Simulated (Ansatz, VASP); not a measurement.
**In4Ru: VASP beside Ansatz**

```xyz
5
Lattice="-3.3547 3.3547 2.9060 3.3547 -3.3547 2.9060 3.3547 3.3547 -2.9060" Properties=species:S:1:pos:R:3 pbc="T T T"
In    1.8941    1.8941    2.9060
In    1.4606    1.4606    0.0000
In    1.8941   -1.8941    2.9060
In   -1.8941    1.8941    2.9060
Ru    0.0000    0.0000    2.9060
```

Alike in both runs: functional PBE; k mesh 4 × 4 × 4; occupations gaussian, width 0.2 eV; no spin polarisation.

Ansatz relaxed the structure, and its values are those at the end. VASP's run is a single point on that final structure, the one shown.

|  | VASP | Ansatz |
| --- | --- | --- |
| version | VASP 6.6.1 | Ansatz 0.2.0 |
| potentials or method | VASP PAW PBE potentials, release 64 (In_d, Ru_pv), cutoff 520 eV | scalar-relativistic, plane waves, PAW |
| valence electrons in the cell | 66 | 68 |

|  | VASP | Ansatz | Ansatz less VASP |
| --- | --- | --- | --- |
| gap on the k mesh at the Fermi level (eV) | none | none | - |
| pressure (GPa) | 0.1 | 0.1 | +0.02 |
| rms of the force components (eV/Å) | 0.010 | 0.011 | +0.0019 |

A gap of «none» marks a metal or a gap that the smearing closes. VASP's potentials hold 66 valence electrons a cell and Ansatz's 68, so a difference there can come from the potentials and not from the codes.
